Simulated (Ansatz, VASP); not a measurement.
**Zr: VASP beside Ansatz**

```xyz
2
Lattice="3.2320 0.0000 0.0000 -1.6160 2.7990 0.0000 0.0000 0.0000 5.1470" Properties=species:S:1:pos:R:3 pbc="T T T"
Zr    1.6160    0.9330    3.8603
Zr    0.0000    1.8660    1.2868
```

Alike in both runs: task relaxation of cell and atoms; functional PBE; dispersion D4; k mesh 9 × 9 × 5; occupations fermi-dirac, width 0.05 eV; no spin polarisation.

|  | VASP | Ansatz |
| --- | --- | --- |
| version | VASP 6.6.1 | Ansatz 0.2.0 |
| potentials or method | VASP PAW PBE potentials, release 64 (Zr_sv), cutoff 600 eV | all-electron LAPW, scalar-relativistic |

VASP gave:

```
relaxed volume (Å³/atom)                                     : 23.05
relaxed cell length with the largest relative difference (Å) : 5.162
```

Task: What did Ansatz give for the same quantities?

Result: Relaxed volume (Å³/atom): 23.05; relaxed cell length with the largest relative difference (Å): 5.161.

Ansatz ran all-electron here, and VASP with PAW potentials.
